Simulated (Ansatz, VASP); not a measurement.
This is a calculation of Zn for VASP 6.6.1.

Contents of INCAR:

```
SYSTEM = Zn
  ALGO = Normal
  EDIFF = 1E-6
  ENCUT = 520
  GGA = PE
  ISIF = 2
  ISMEAR = 0
  LASPH = .TRUE.
  LCHARG = .FALSE.
  LREAL = .FALSE.
  LWAVE = .FALSE.
  NBANDS = 12
  NELM = 60
  PREC = Accurate
  SIGMA = 0.017
```

KPOINTS

```
k-points
0
G
  12 12 12
  0 0 0
```

File POSCAR:

```
Zn
1.0
   -1.5690370000      1.5690370000      1.5690370000
    1.5690370000     -1.5690370000      1.5690370000
    1.5690370000      1.5690370000     -1.5690370000
Zn
1
Direct
    0.0000000000      0.0000000000      0.0000000000
```

Potentials or basis: VASP PAW PBE potentials, release 64 (Zn).

Command:

```console
$ cat potpaw_PBE.64/Zn/POTCAR > POTCAR
$ mpirun -np 1 vasp_std > vasp.out
```

Set up the same calculation for Ansatz 0.2.0. Potentials there: Ansatz PAW.

As run (the cutoff follows the program's own potentials):

The input input.yaml:

```yaml
crystal:
  lattice:
    - [-1.569037, 1.569037, 1.569037]
    - [1.569037, -1.569037, 1.569037]
    - [1.569037, 1.569037, -1.569037]
  atoms:
    - { symbol: Zn, position: [0.0, 0.0, 0.0] }
hamiltonian:
  xc: pbe
  pseudopotentials: { kind: paw }
kpoints:
  mp_grid: { grid: [12, 12, 12] }
scf:
  occupations: { method: gaussian, width: 0.017 }
output:
  forces: true
  stress: true
  eigenvalues: true
```

Potentials or basis: Ansatz PAW.

Launch:

```console
$ ansatz run input.yaml --threads 2 --pin off --max-ram 5632MiB --backend cpu --events-out ev --progress --plain --runs-dir out
```

Both were run:

|  | VASP | Ansatz | Ansatz less VASP |
| --- | --- | --- | --- |
| gap on the k mesh at the Fermi level (eV) | none | none | - |
| pressure (GPa) | 0.1 | -0.2 | -0.34 |

A gap of «none» marks a metal or a gap that the smearing closes. The functional is the same, so the differences come from potentials, cutoffs and numerics.
